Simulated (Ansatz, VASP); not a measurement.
# SnO in VASP and in Ansatz

```
Sn O
1.0
     3.86716    0.00000    0.00000
     0.00000    3.86716    0.00000
     0.00000    0.00000    5.07193
Sn O
2 2
Cartesian
  -0.0833 1.9336 1.1589
  2.0169 0.0000 3.9131
  0.0090 0.0000 0.0000
  1.9246 1.9336 0.0000
```

Change from the starting cell: mode 4 frozen in at -0.083 Å and mode 5 at +0.000 Å (largest displacements).

Alike in both runs: task single point; functional PBE; k mesh 10 × 10 × 8; occupations gaussian, width 0.05 eV; no spin polarisation.

|  | VASP | Ansatz |
| --- | --- | --- |
| version | VASP 6.6.1 | Ansatz 0.2.0 |
| potentials or method | VASP PAW PBE potentials, release 64 (Sn_d, O), cutoff 520 eV | scalar-relativistic, plane waves, PAW |
| valence electrons in the cell | 40 | 40 |

|  | VASP | Ansatz | Ansatz less VASP |
| --- | --- | --- | --- |
| gap on the k mesh at the Fermi level (eV) | 0.52 | 0.51 | -0.009 |
| least direct gap on the mesh (eV) | 1.90 | 1.93 | +0.033 |
| pressure (GPa) | 0.5 | 0.3 | -0.25 |
| traceless stress, the component that is largest in VASP (GPa) | 1.79 | 1.72 | -0.068 |
| rms of the force components (eV/Å) | 0.183 | 0.169 | -0.0140 |

Atom by atom the forces differ by 0.037 eV/Å (rms over components). With one functional, cell and mesh, what is left measures potentials, basis and numerics.
